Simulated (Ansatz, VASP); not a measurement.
**Two plane-wave programs on TiAl3**

```
CELL_PARAMETERS angstrom
-1.86303 1.86303 4.47628
1.86303 -1.86303 4.47628
1.86303 1.86303 -4.47628
ATOMIC_POSITIONS crystal
Ti 0.00000 0.00000 0.00000
Al 0.50000 0.50000 0.00000
Al 0.75000 0.22038 0.47038
Al 0.25000 0.77962 0.52962
```

Change from the starting cell: mode 9 frozen in at -0.113 Å, strain +e along z and -e/2 along x and y +0.0467.

Alike in both runs: task single point; functional PBEsol; k mesh 14 × 14 × 14; occupations gaussian, width 0.15 eV; no spin polarisation.

```csv
,VASP,Ansatz
version,VASP 6.6.1,Ansatz 0.2.0
potentials or method,"VASP PAW PBE potentials, release 64 (Ti_sv, Al), cutoff 520 eV","scalar-relativistic, plane waves, PAW"
valence electrons in the cell,21,21
```

Ansatz gave:

| Item | Value |
| --- | --- |
| gap on the k mesh at the Fermi level (eV) | none |
| pressure (GPa) | 2.0 |
| traceless stress, the component that is largest in VASP (GPa) | -10.15 |
| rms of the force components (eV/Å) | 0.643 |

Task: Which values does VASP return?

Result: gap on the k mesh at the Fermi level (eV): none; pressure (GPa): 2.2; traceless stress, the component that is largest in VASP (GPa): -10.18; rms of the force components (eV/Å): 0.646.

VASP's potentials were made for PBE, not for PBEsol, and Ansatz warns of the same on its side. Atom by atom the forces differ by 0.004 eV/Å (rms over components). A gap of «none» marks a metal or a gap that the smearing closes.
